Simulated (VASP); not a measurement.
A run of VASP 6.6.1 is set up as follows.

The input INCAR:

```
  PREC = Accurate
  ENCUT = 520
  EDIFF = 1E-6
  ISMEAR = -1
  SIGMA = 0.05
  LREAL = False
  LASPH = True
  NELM = 80
  ALGO = Normal
  ISIF = 2
  LWAVE = False
  LCHARG = False
  GGA = B5
  ALDAX = 1.0
  AGGAX = 1.0
  AGGAC = 1.0
  ALDAC = 0.0
  NBANDS = 11
```

File KPOINTS:

```
regular mesh
0
Gamma
  13 13 13
```

File POSCAR:

```
C
1.0
    0.0000000000      1.8068380860      1.8068380860
    1.8068380860      0.0000000000      1.8068380860
    1.8068380860      1.8068380860      0.0000000000
C
2
Direct
    0.7500000000      0.7500000000      0.7500000000
    0.5000000000      0.5000000000      0.5000000000
```

Potentials or basis: VASP PAW PBE potentials, release 64 (C).

Launch:

```sh
$ cat potpaw_PBE.64/C/POTCAR > POTCAR
$ mpirun -np 1 vasp_std > vasp.out
```

Task: Estimate the band gap on the k mesh.

Result: 4.37 eV, indirect (least direct gap 5.63 eV).

Task: Predict the pressure.

Result: -4.7 GPa.

Caveat: the PAW data sets were made with another functional, which shifts forces and pressure a little. A k mesh can miss the band edges.
